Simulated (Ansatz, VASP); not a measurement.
NaH4: VASP beside Ansatz

```
CELL_PARAMETERS angstrom
2.12247 -4.28569 -0.44619
2.12247 4.28569 -0.44619
-1.55637 0.00000 3.14826
ATOMIC_POSITIONS crystal
Na 0.92056 0.07944 0.50000
H 0.64528 0.35472 0.50000
H 0.42067 0.07941 0.50004
H 0.92059 0.57933 0.49996
H 0.19589 0.80411 0.50000
```

Alike in both runs: task relaxation of cell and atoms; functional PBE; k mesh 12 × 12 × 14; occupations gaussian, width 0.1 eV; no spin polarisation.

|  | VASP | Ansatz |
| --- | --- | --- |
| version | VASP 6.6.1 | Ansatz 0.2.0 |
| potentials or method | VASP PAW PBE potentials, release 64 (Na_pv, H), cutoff 600 eV | scalar-relativistic, plane waves, PAW |
| valence electrons in the cell | 11 | 13 |

Ansatz gave:

| Property | Result |
| --- | --- |
| gap on the k mesh at the Fermi level, each at its own relaxed structure (eV) | none |
| relaxed volume (Å³/atom) | 9.29 |
| relaxed length of the cell vector where the two differ most in proportion (Å) | 3.448 |

Estimate VASP's values.

gap on the k mesh at the Fermi level, each at its own relaxed structure (eV): none; relaxed volume (Å³/atom): 9.27; relaxed length of the cell vector where the two differ most in proportion (Å): 3.443.

A gap of «none» marks a metal or a gap that the smearing closes. VASP's potentials hold 11 valence electrons a cell and Ansatz's 13, so a difference there can come from the potentials and not from the codes.
